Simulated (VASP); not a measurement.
# AlN (P6_3/mmc) in VASP: notebook

Runs on AlN. Level: PBEsol. Tasks: single point.

Everything below comes from runs of VASP 6.6.1. Logs are shortened: lines on timing, memory, paths and dates and some standing lists are left out, and cuts for length are marked.

## (1) The cell of the first run

The structure is hexagonal, space group P6_3/mmc (No. 194). The conventional cell has a = 3.381 Å, b = 3.381 Å, c = 3.974 Å, α = 90.00°, β = 90.00°, γ = 120.00°. Al (site symmetry -6m2) has 5 N at 1.95 to 1.99 Å within 2.6 Å. Within 2.6 Å of N (site symmetry -6m2) lie 5 Al at 1.95 to 1.99 Å.

## (2) Single point, PBEsol

Contents of INCAR:

```
SYSTEM = AlN
PREC = Accurate ; ENCUT = 520
EDIFF = 1E-6 ; ISMEAR = 0
SIGMA = 0.05 ; LREAL = .FALSE.
LASPH = .TRUE. ; NELM = 80
ALGO = Normal ; ISIF = 2
LWAVE = .FALSE. ; LCHARG = .TRUE.
GGA = PS ; LELF = .TRUE.
LVHAR = .TRUE. ; NBANDS = 16
```

Contents of KPOINTS:

```
regular mesh
0
G
  9 9 6
  0 0 0
```

Contents of POSCAR:

```
AlN
1.0
    3.3807000000      0.0000000000      0.0000000000
   -1.6903500000      2.9277720826      0.0000000000
    0.0000000000      0.0000000000      3.9744000000
Al N
2 2
Direct
    0.3333333333      0.6666666667      0.7500000000
    0.6666666667      0.3333333333      0.2500000000
    0.3333333333      0.6666666667      0.2500000000
    0.6666666667      0.3333333333      0.7500000000
```

Potentials or basis: VASP PAW PBE potentials, release 64 (Al, N).

Run with:

```console
> cat potpaw_PBE.64/Al/POTCAR potpaw_PBE.64/N/POTCAR > POTCAR
> mpirun -np 1 vasp_std > vasp.out
```

OUTCAR:

```text
SYSTEM = AlN
   PREC = Accurate
   ENCUT = 520
   EDIFF = 1E-6
   ISMEAR = 0
   LREAL = .FALSE.
   LASPH = .TRUE.
   NELM = 80
   ISIF = 2
   GGA = PS

 ion  position               nearest neighbor table
   1  0.333  0.667  0.750-   4 1.95   4 1.95   4 1.95   3 1.99   3 1.99   2 2.79   2 2.79   2 2.79
                             2 2.79   2 2.79   2 2.79
   2  0.667  0.333  0.250-   3 1.95   3 1.95   3 1.95   4 1.99   4 1.99   1 2.79   1 2.79   1 2.79
                             1 2.79   1 2.79   1 2.79
   3  0.333  0.667  0.250-   2 1.95   2 1.95   2 1.95   1 1.99   1 1.99
   4  0.667  0.333  0.750-   1 1.95   1 1.95   1 1.95   2 1.99   2 1.99

  LATTYP: Found a hexagonal cell.
 ALAT       =     3.3807000000
 C/A-ratio  =     1.1756145177

  Lattice vectors:

 A1 = (   3.3807000000,   0.0000000000,   0.0000000000)
 A2 = (  -1.6903500000,   2.9277720826,   0.0000000000)
 A3 = (   0.0000000000,   0.0000000000,   3.9744000000)

Analysis of symmetry for initial positions (statically):
=====================================================================
 Subroutine PRICEL returns:
 Original cell was already a primitive cell.

 Routine SETGRP: Setting up the symmetry group for a
 hexagonal supercell.

 Subroutine GETGRP returns: Found 24 space group operations
 (whereof 12 operations were pure point group operations)
 out of a pool of 24 trial point group operations.

The static configuration has the point symmetry D_3d.
 The point group associated with its full space group is D_6h.

Analysis of symmetry for dynamics (positions and initial velocities):
=====================================================================
 Subroutine PRICEL returns:
 Original cell was already a primitive cell.

 Routine SETGRP: Setting up the symmetry group for a
 hexagonal supercell.

 Subroutine GETGRP returns: Found 24 space group operations
 (whereof 12 operations were pure point group operations)
 out of a pool of 24 trial point group operations.

The dynamic configuration has the point symmetry D_3d.
 The point group associated with its full space group is D_6h.

 Subroutine INISYM returns: Found 24 space group operations
 (whereof 12 operations are pure point group operations),
 and found     1 'primitive' translations

----------------------------------------------------------------------------------------

                                     Primitive cell

  volume of cell :      39.3383

  direct lattice vectors                    reciprocal lattice vectors
     3.380700000  0.000000000  0.000000000     0.295796728  0.170778321  0.000000000
    -1.690350000  2.927772083  0.000000000     0.000000000  0.341556642  0.000000000
     0.000000000  0.000000000  3.974400000     0.000000000  0.000000000  0.251610306

  length of vectors
     3.380700000  3.380700000  3.974400000     0.341556642  0.341556642  0.251610306

  position of ions in fractional coordinates (direct lattice)
     0.333333333  0.666666667  0.750000000
     0.666666667  0.333333333  0.250000000
     0.333333333  0.666666667  0.250000000
     0.666666667  0.333333333  0.750000000

  ion indices of the primitive-cell ions
   primitive index   ion index
                 1           1
                 2           2
                 3           3
                 4           4

----------------------------------------------------------------------------------------

 KPOINTS: regular mesh

Automatic generation of k-mesh.
 Grid dimensions read from file:
 generate k-points for:    9    9    6

 Generating k-lattice:

  Cartesian coordinates                     Fractional coordinates (reciprocal lattice)
     0.032866303  0.018975369  0.000000000     0.111111111 -0.000000000  0.000000000
     0.000000000  0.037950738  0.000000000     0.000000000  0.111111111  0.000000000
     0.000000000  0.000000000  0.041935051     0.000000000  0.000000000  0.166666667

  Length of vectors
     0.037950738  0.037950738  0.041935051

  Shift w.r.t. Gamma in fractional coordinates (k-lattice)
     0.000000000  0.000000000  0.000000000

 Subroutine IBZKPT returns following result:
 ===========================================

 Found     48 irreducible k-points:

 Following reciprocal coordinates:
            Coordinates               Weight
  0.000000  0.000000  0.000000      1.000000
  0.111111 -0.000000  0.000000      6.000000
  0.222222 -0.000000  0.000000      6.000000
  0.333333  0.000000  0.000000      6.000000
  0.444444 -0.000000  0.000000      6.000000
  0.111111  0.111111  0.000000      6.000000
[... 16 lines left out ...]
  0.333333  0.222222  0.166667     24.000000
  0.333333  0.333333  0.166667      4.000000
 [... further k-points ...]
   k-points           NKPTS =     48   k-points in BZ     NKDIM =     48   number of bands    NBANDS=     16
   number of dos      NEDOS =    301   number of ions     NIONS =      4
   total plane-waves  NPLWV =  23520
   dimension x,y,z NGX =    28 NGY =   28 NGZ =   30
   dimension x,y,z NGXF=    56 NGYF=   56 NGZF=   60
   ions per type =               2   2
   NGX,Y,Z   is equivalent  to a cutoff of  13.77, 13.77, 12.55 a.u.
   NGXF,Y,Z  is equivalent  to a cutoff of  27.54, 27.54, 25.10 a.u.
 SYSTEM =  AlN
   PREC   = accura    normal or accurate (medium, high low for compatibility)
   ISTART =      0    job   : 0-new  1-cont  2-samecut
   ICHARG =      2    charge: 1-file 2-atom 10-const
   ISPIN  =      1    spin polarized calculation?
   LNONCOLLINEAR =      F non collinear calculations
   LSORBIT =      F    spin-orbit coupling
   LASPH  =      T    aspherical Exc in radial PAW
   ENCUT  =  520.0 eV  38.22 Ry    6.18 a.u.   6.29  6.29  7.39*2*pi/ulx,y,z
   NELM   =     80;   NELMIN=  2; NELMDL= -5     # of ELM steps
   EDIFF  = 0.1E-05   stopping-criterion for ELM
   LREAL  =      F    real-space projection
   EDIFFG = 0.1E-04   stopping-criterion for IOM
   NSW    =      0    number of steps for IOM
   IBRION =     -1    ionic relax: 0-MD 1-quasi-New 2-CG
   NFREE  =      0    steps in history (QN), initial steepest desc. (CG)
   ISIF   =      2    stress and relaxation
   ISYM   =      2    0-nonsym 1-usesym 2-fastsym
   POTIM  = 0.5000    time-step for ionic-motion
   TEBEG  =    0.0;   TEEND  =   0.0 temperature during run
   PSTRESS=    0.0 pullay stress
   NELECT =      16.0000    total number of electrons
   NUPDOWN=      -1.0000    fix difference up-down
   EMIN   =  10.00;   EMAX   =-10.00  energy-range for DOS
   EFERMI =   0.00;   METHOD = LEGACY
   ISMEAR =     0;   SIGMA  =   0.05  broadening in eV -4-tet -1-fermi 0-gaus
   EFERMI_NEDOS =   21; number of points for ismear=-14 and -15
   IALGO  =     38    algorithm
   IMIX   =      4    mixing-type and parameters
     AMIX     =   0.40;   BMIX     =  1.00
     AMIX_MAG =   1.60;   BMIX_MAG =  1.00
  volume/ion in A,a.u.               =       9.83        66.37
  Fermi-wavevector in a.u.,A,eV,Ry     =   1.212950  2.292144 20.017550  1.471248
  Thomas-Fermi vector in A             =   2.348418
   LORBIT       =      0    0 simple, 1 ext, 2 COOP (PROOUT), +10 PAW based schemes
   GGA     = PS    functional components
   LHFCALC =     F    Hartree Fock is set to
   AEXX    =    0.0000 exact exchange contribution
   IVDW    =     0    specifies the selected vdW correction
   LEPSILON=     F    determine dielectric tensor
   LRPA    =     F    only Hartree local field effects (RPA)
 non-spin polarized calculation
 Gauss-broadening in eV      SIGMA  =   0.05
  energy-cutoff  :      520.00
  volume of cell :       39.34
 maximum number of plane-waves:      1072
 NGX is ok and might be reduce to    28
   NGX = 13   NGY = 13   NGZ = 15

 number of electron      15.9999997 magnetization

 Free energy of the ion-electron system (eV)
  ---------------------------------------------------
  ext. energy  EPLUGINS =         0.00000000
  ---------------------------------------------------
  free energy    TOTEN  =       -30.87077659 eV

  energy without entropy =      -30.87077659  energy(sigma->0) =      -30.87077659

 E-fermi :   7.8955     XC(G=0): -11.3860

 val. band max:        7.6266036050   @ k =   0.0000   0.0000   0.0000
 cond. band min:      11.0999096227   @ k =   0.0000   0.0000   0.0000
 fundamental gap:      3.4733060177
 Fermi energy:         7.8954872919

 k-point     1 :       0.0000    0.0000    0.0000
  band No.  band energies     occupation
      1      -8.9353      2.00000
      2      -4.8483      2.00000
      3       1.1292      2.00000
      4       4.3984      2.00000
      5       4.3984      2.00000
      6       6.4541      2.00000
[... 8 lines left out ...]
     15      19.5030      0.00000
     16      19.5030      0.00000

 k-point     2 :       0.1111   -0.0000    0.0000
  band No.  band energies     occupation
      1      -8.8000      2.00000
      2      -4.8804      2.00000
      3       1.2691      2.00000
      4       3.9678      2.00000
      5       4.1944      2.00000
      6       5.9889      2.00000
[... 8 lines left out ...]
     15      18.9878      0.00000
     16      19.6060      0.00000

 k-point     3 :       0.2222   -0.0000    0.0000
  band No.  band energies     occupation
      1      -8.4109      2.00000
      2      -5.0150      2.00000
      3       1.6761      2.00000
      4       3.0264      2.00000
      5       3.7796      2.00000
      6       5.1865      2.00000
[... 8 lines left out ...]
     15      18.3804      0.00000
     16      20.4705      0.00000

 k-point     4 :       0.3333    0.0000    0.0000
  band No.  band energies     occupation
      1      -7.8302      2.00000
      2      -5.3276      2.00000
      3       2.1612      2.00000
      4       2.2996      2.00000
      5       3.4058      2.00000
      6       4.5395      2.00000
[... 8 lines left out ...]
     15      18.7181      0.00000
     16      21.4745      0.00000

 k-point     5 :       0.4444   -0.0000    0.0000
  band No.  band energies     occupation
      1      -7.2430      2.00000
      2      -5.7595      2.00000
      3       1.6938      2.00000
      4       2.9540      2.00000
      5       3.1959      2.00000
      6       4.1876      2.00000
[... 8 lines left out ...]
     15      20.3954      0.00000
     16      22.0004      0.00000

 k-point     6 :       0.1111    0.1111    0.0000
  band No.  band energies     occupation
      1      -8.5374      2.00000
      2      -4.9634      2.00000
      3       1.5429      2.00000
      4       3.5087      2.00000
      5       3.5902      2.00000
      6       5.5598      2.00000
[... 8 lines left out ...]
     15      18.9686      0.00000
     16      20.1777      0.00000
[... 267 lines left out ...]
 k-point    21 :       0.4444    0.1111    0.1667
  band No.  band energies     occupation
      1      -6.9161      2.00000
      2      -5.9044      2.00000
      3       1.0956      2.00000
      4       2.7817      2.00000
      5       2.7838      2.00000
      6       4.3696      2.00000
[... 8 lines left out ...]
     15      20.0165      0.00000
     16      21.7514      0.00000

 k-point    22 :       0.2222    0.2222    0.1667
  band No.  band energies     occupation
      1      -7.3578      2.00000
      2      -5.5987      2.00000
      3       1.5963      2.00000
      4       1.9447      2.00000
      5       3.6499      2.00000
      6       4.3613      2.00000
[... 8 lines left out ...]
     15      19.8235      0.00000
     16      21.4616      0.00000

 k-point    23 :       0.3333    0.2222    0.1667
  band No.  band energies     occupation
      1      -6.8106      2.00000
      2      -5.9430      2.00000
      3       1.3298      2.00000
      4       2.0683      2.00000
      5       2.8979      2.00000
      6       4.8289      2.00000
[... 8 lines left out ...]
     15      19.8343      0.00000
     16      21.2242      0.00000

 k-point    24 :       0.3333    0.3333    0.1667
  band No.  band energies     occupation
      1      -6.3368      2.00000
      2      -6.3368      2.00000
      3       1.2696      2.00000
      4       2.3520      2.00000
      5       2.3520      2.00000
      6       5.3704      2.00000
[... 8 lines left out ...]
     15      19.3834      0.00000
     16      21.3745      0.00000

 [... further k-points ...]

------------------------ aborting loop because EDIFF is reached ----------------------------------------

  FORCE on cell =-STRESS in cart. coord.  units (eV):
  Direction    XX          YY          ZZ          XY          YZ          ZX
  --------------------------------------------------------------------------------------
  -------------------------------------------------------------------------------------
  Total       -1.4848946     -1.4848946      2.0104772      0.0000000      0.0000000      0.0000000
  in kB      -60.4770677    -60.4770677     81.8830992      0.0000000      0.0000000      0.0000000
  external PRESSURE =     -13.0236787 kB  Pullay stress =       0.0000000 kB

 VOLUME and BASIS-vectors are now :
 -----------------------------------------------------------------------------
  energy-cutoff  :      520.00
  volume of cell :       39.34
      direct lattice vectors                 reciprocal lattice vectors
     3.380700000  0.000000000  0.000000000     0.295796728  0.170778321  0.000000000
    -1.690350000  2.927772083  0.000000000     0.000000000  0.341556642  0.000000000
     0.000000000  0.000000000  3.974400000     0.000000000  0.000000000  0.251610306

 POSITION                                       TOTAL-FORCE (eV/Angst)
 -----------------------------------------------------------------------------------
     -0.00000      1.95185      2.98080         0.000000     -0.000000      0.000000
      1.69035      0.97592      0.99360        -0.000000      0.000000      0.000000
     -0.00000      1.95185      0.99360         0.000000      0.000000      0.000000
      1.69035      0.97592      2.98080        -0.000000     -0.000000      0.000000
 -----------------------------------------------------------------------------------
    total drift:                               -0.000000      0.000000      0.000000

  FREE ENERGIE OF THE ION-ELECTRON SYSTEM (eV)
  ---------------------------------------------------
  free  energy   TOTEN  =       -30.8707765895 eV

  energy  without entropy=      -30.8707765895  energy(sigma->0) =      -30.87077659
```

Run time: 12 s. Hardware: 1 thread of Intel Xeon 6975P-C (Granite Rapids), shared host; peak memory 0.16 GiB.

What came out:

* Free energy: -30.8708 eV
* Pressure: -1.3 GPa
* Band gap on the k mesh: 3.47 eV, direct

Stress tensor (GPa, compression positive):
```
-6.05  0.00  0.00
 0.00 -6.05  0.00
 0.00  0.00  8.19
```

Levels at points of the mesh, in eV from the valence-band top:
```
           k point  band 6  band 7  band 8  band 9  band 10  band 11
(0.00, 0.00, 0.00)   -1.17   -1.17    0.00    3.47     4.54     8.17
(0.00, 0.00, 0.50)   -2.24   -2.24   -2.24    5.90     5.90     8.21
```

Caveat: the PAW data sets were made with another functional, which shifts forces and pressure a little. A hybrid or GW would open this gap; PBEsol tends to underestimate it.

(Part 1 of 2 ends here.)
